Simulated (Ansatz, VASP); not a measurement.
# One calculation of MnO2, two programs

```
Mn O
1.0
     4.39600    0.00000    0.00000
     0.00000    4.39600    0.00000
     0.00000    0.00000    2.87100
Mn O
2 4
Direct
  0.00000 0.00000 0.00000
  0.50000 0.50000 0.50000
  0.30499 0.30499 0.00000
  0.19501 0.80499 0.50000
  0.69501 0.69501 0.00000
  0.80499 0.19501 0.50000
```

Alike in both runs: task electric field gradients; functional PBE; k mesh 8 × 8 × 11; occupations fermi-dirac, width 0.05 eV; collinear spin.

|  | VASP | Ansatz |
| --- | --- | --- |
| version | VASP 6.6.1 | Ansatz 0.2.0 |
| potentials or method | VASP PAW PBE potentials, release 64 (Mn_pv, O) | plane-wave PAW, scalar-relativistic |
| plane-wave cutoff (eV) | 520 | 420 |
| valence electrons in the cell | 50 | 54 |

Ansatz gave:

- pressure (GPa): 3.2
- traceless stress, the component that is largest in VASP (GPa): -0.59
- rms of the force components (eV/Å): 0.057
- net moment per atom (μB): 0.00
- size of the moment on the site where the two differ most (μB): 2.22
- size of Vzz on the site where it differs most (V/Å²): 8.4

Problem. Which values does VASP return?

Solution. Pressure (GPa): 4.1; traceless stress, the component that is largest in VASP (GPa): -0.41; rms of the force components (eV/Å): 0.073; net moment per atom (μB): 0.00; size of the moment on the site where the two differ most (μB): 2.50; size of Vzz on the site where it differs most (V/Å²): 9.9.

Site moments also hang on the region over which each program counts them. Atom by atom the forces differ by 0.015 eV/Å (rms over components). The functional is the same, so the differences come from potentials, cutoffs and numerics. VASP's potentials hold 50 valence electrons a cell and Ansatz's 54, so a difference there can come from the potentials and not from the codes.
